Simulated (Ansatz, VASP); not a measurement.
## Ba: VASP beside Ansatz

File INCAR:

```
SYSTEM = Ba
PREC = Accurate ; ENCUT = 600
EDIFF = 1E-6 ; ISMEAR = 0
SIGMA = 0.1 ; LREAL = .FALSE.
LASPH = .TRUE. ; NELM = 80
ALGO = Normal ; ISIF = 3
LWAVE = .FALSE. ; LCHARG = .FALSE.
GGA = PE ; IBRION = 2
NSW = 80 ; EDIFFG = -0.05
```

KPOINTS

```
regular mesh
0
G
  8 8 8
  0 0 0
```

The input POSCAR:

```
Ba
1.0
   -2.0720373834      2.0720373834      1.9372622525
    2.0720373834     -2.0720373834      1.9372622525
    2.0720373834      2.0720373834     -1.9372622525
Ba
1
Direct
    0.0000000000      0.0000000000      0.0000000000
```

Input for Ansatz:

```yaml
crystal:
  lattice:
    - [-2.0720373834, 2.0720373834, 1.9372622525]
    - [2.0720373834, -2.0720373834, 1.9372622525]
    - [2.0720373834, 2.0720373834, -1.9372622525]
  atoms:
    - { symbol: Ba, position: [0.0, 0.0, 0.0] }
basis:
  ecutwfc: 420
kpoints:
  mp_grid: { grid: [8, 8, 8] }
hamiltonian:
  xc: pbe
scf:
  occupations: { method: gaussian, width: 0.1 }
output:
  forces: true
  stress: true
  eigenvalues: true
relax:
  adjacent_minimum: "off"
  f_tol: 0.05
  max_steps: 60
  cell: { stress_tol: 0.5 }
```

Alike in both runs: task relaxation of cell and atoms; functional PBE; k mesh 8 × 8 × 8; occupations gaussian, width 0.1 eV; no spin polarisation.

```csv
,VASP,Ansatz
version,VASP 6.6.1,Ansatz 0.2.0
potentials or method,"VASP PAW PBE potentials, release 64 (Ba_sv), cutoff 600 eV","scalar-relativistic, plane waves, PAW"
valence electrons in the cell,10,10
```

VASP gave:

* gap on the k mesh at the Fermi level, each at its own relaxed structure (eV): none
* relaxed volume (Å³/atom): 63.43
* relaxed length of the cell vector where the two differ most in proportion (Å): 4.352

Problem. Which values does Ansatz return?

Solution. gap on the k mesh at the Fermi level, each at its own relaxed structure (eV): none; relaxed volume (Å³/atom): 61.97; relaxed length of the cell vector where the two differ most in proportion (Å): 4.319.

A gap of «none» marks a metal or a gap that the smearing closes.

Neither program's run includes spin-orbit coupling. Noted on VASP's run: the volume moved by over 15 % at a fixed basis, so the end points are rough.
